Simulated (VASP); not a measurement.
Input of a VASP 6.6.1 run:

File INCAR:

```
SYSTEM = ZnO
PREC = Accurate ; ENCUT = 520
EDIFF = 1E-6 ; ISMEAR = 0
SIGMA = 0.05 ; LREAL = .False.
LASPH = .True. ; NELM = 100
ALGO = Normal ; ISIF = 2
LWAVE = .False. ; LCHARG = .True.
GGA = CA ; LELF = .True.
LVHAR = .True. ; NBANDS = 26
```

KPOINTS

```
Automatic mesh
0
Gamma
  9 9 4
  0 0 0
```

Contents of POSCAR:

```
ZnO
1.0
    3.2386476513      0.0000000000      0.0000000000
   -1.6193238256      2.8047511399      0.0000000000
    0.0000000000      0.0000000000      6.9165281095
Zn O
2 2
Direct
    0.0000000000      0.0000000000      0.7500000000
    0.0000000000      0.0000000000      0.2500000000
    0.3333333333      0.6666666667      0.2500000000
    0.6666666667      0.3333333333      0.7500000000
```

Potentials or basis: VASP PAW LDA potentials, release 64 (Zn, O).

Launch:

```console
$ cat potpaw_LDA.64/Zn/POTCAR potpaw_LDA.64/O/POTCAR > POTCAR
$ mpirun -np 1 vasp_std > vasp.out
```

Q: What does it give for the band gap on the k mesh?

A: 0.75 eV.

Q: What does it give for the pressure?

A: -3.5 GPa.

Stress tensor (GPa, compression positive):
```
-4.33  0.00  0.00
 0.00 -4.33  0.00
 0.00  0.00 -1.94
```

Caveat: the cell differs from its parent crystal (strain -0.015 along x and y, -0.030 along z); the cell stands under tension; an odd mesh through Γ misses points on the zone boundary, where band edges can lie.
